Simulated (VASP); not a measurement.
Here is a VASP 6.6.1 calculation.

The input INCAR:

```
PREC = Accurate ; ENCUT = 520
EDIFF = 1E-6 ; ISMEAR = 0
SIGMA = 0.1 ; LREAL = False
LASPH = True ; NELM = 80
ALGO = Normal ; ISIF = 2
LWAVE = False ; LCHARG = False
GGA = PS ; NBANDS = 12
```

Contents of KPOINTS:

```
regular mesh
0
Gamma
  8 8 8
```

The input POSCAR:

```
Y
1.0
   -1.7640942783      1.7640942783      2.4837570621
    1.7640942783     -1.7640942783      2.4837570621
    1.7640942783      1.7640942783     -2.4837570621
Y
1
Direct
    0.0000000000      0.0000000000      0.0000000000
```

Potentials or basis: VASP PAW PBE potentials, release 64 (Y_sv).

The run is started by

```bash
$ cat potpaw_PBE.64/Y_sv/POTCAR > POTCAR
$ mpirun -np 1 vasp_std > vasp.out
```

Predict the pressure.

-0.3 GPa.

Estimate the band gap on the k mesh.

zero (an odd number of electrons rules out a gap without spin polarisation).

Stress tensor (GPa, compression positive):
```
-0.38  0.00  0.00
 0.00 -0.38  0.00
 0.00  0.00 -0.20
```

Caveat: the PAW data sets were made with another functional, which shifts forces and pressure a little.
